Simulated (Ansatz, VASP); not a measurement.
**Two plane-wave programs on SnO2**

Contents of INCAR:

```
PREC = Accurate
ENCUT = 520
EDIFF = 1E-6
ISMEAR = 0
SIGMA = 0.05
LREAL = F
LASPH = T
NELM = 100
ALGO = Normal
ISIF = 2
LWAVE = F
LCHARG = T
GGA = PS
LELF = T
LVHAR = T
NBANDS = 20
```

KPOINTS

```
regular mesh
0
Gamma
  12 12 12
```

Contents of POSCAR:

```
SnO2
1.0
    1.6053951390      0.9268753157      4.6455666667
   -1.6053951390      0.9268753157      4.6455666667
    0.0000000000     -1.8537506314      4.6455666667
Sn O
1 2
Direct
    0.5000000000      0.5000000000      0.5000000000
    0.2414378084      0.2414378084      0.2414378084
    0.7585621916      0.7585621916      0.7585621916
```

Input for Ansatz:

```yaml
crystal:
  lattice:
    - [1.605395139, 0.9268753157, 4.6455666667]
    - [-1.605395139, 0.9268753157, 4.6455666667]
    - [0.0, -1.8537506314, 4.6455666667]
  atoms:
    - { symbol: Sn, position: [0.5, 0.5, 0.5] }
    - { symbol: O, position: [0.2414378084, 0.2414378084, 0.2414378084] }
    - { symbol: O, position: [0.7585621916, 0.7585621916, 0.7585621916] }
basis:
  ecutwfc: 520.0
kpoints:
  mp_grid: { grid: [12, 12, 12] }
hamiltonian:
  xc: pbesol
  pseudopotentials: { kind: paw, azcp: { folder: soft_1 } }
scf:
  occupations: { method: gaussian, width: 0.05 }
output:
  forces: true
  stress: true
  eigenvalues: true
```

Alike in both runs: task single point; functional PBEsol; k mesh 12 × 12 × 12; occupations gaussian, width 0.05 eV; no spin polarisation.

|  | VASP | Ansatz |
| --- | --- | --- |
| version | VASP 6.6.1 | Ansatz 0.2.0 |
| potentials or method | VASP PAW PBE potentials, release 64 (Sn_d, O), cutoff 520 eV | scalar-relativistic, plane waves, PAW |
| valence electrons in the cell | 26 | 26 |

VASP gave:

| Item | Value |
| --- | --- |
| gap on the k mesh at the Fermi level (eV) | 1.80 |
| least direct gap on the mesh (eV) | 1.83 |
| pressure (GPa) | -4.2 |
| traceless stress, the component that is largest in VASP (GPa) | -1.18 |
| rms of the force components (eV/Å) | 0.281 |

Question: Which values does Ansatz return?

Answer: gap on the k mesh at the Fermi level (eV): 1.82; least direct gap on the mesh (eV): 1.84; pressure (GPa): -4.8; traceless stress, the component that is largest in VASP (GPa): -0.77; rms of the force components (eV/Å): 0.309.

VASP's potentials were made for PBE, not for PBEsol, and Ansatz warns of the same on its side. Atom by atom the forces differ by 0.028 eV/Å (rms over components).
